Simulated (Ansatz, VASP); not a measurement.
**One calculation of Ag, two programs**

```xyz
2
Lattice="-1.9547 1.6061 1.4346 1.6061 -1.9547 1.4346 3.7186 3.7186 -2.0732" Properties=species:S:1:pos:R:3 pbc="T T T"
Ag   -1.8052    1.4565    1.4346
Ag    0.6452    2.7247    0.3980
```

Alike in both runs: task single point; functional revPBE; k mesh 16 × 16 × 7; occupations fermi-dirac, width 0.1 eV; no spin polarisation.

```csv
,VASP,Ansatz
version,VASP 6.6.1,Ansatz 0.2.0
potentials or method,"VASP PAW PBE potentials, release 64 (Ag), cutoff 520 eV","plane waves (420 eV) with PAW, scalar-relativistic"
valence electrons in the cell,22,38
```

|  | VASP | Ansatz | Ansatz less VASP |
| --- | --- | --- | --- |
| pressure (GPa) | 3.7 | 3.8 | +0.11 |
| traceless stress, the component that is largest in VASP (GPa) | -0.72 | -0.72 | -0.001 |

VASP's potentials were made for PBE, not for revPBE. With one functional, cell and mesh, what is left measures potentials, basis and numerics. VASP's potentials hold 22 valence electrons a cell and Ansatz's 38, so a difference there can come from the potentials and not from the codes.
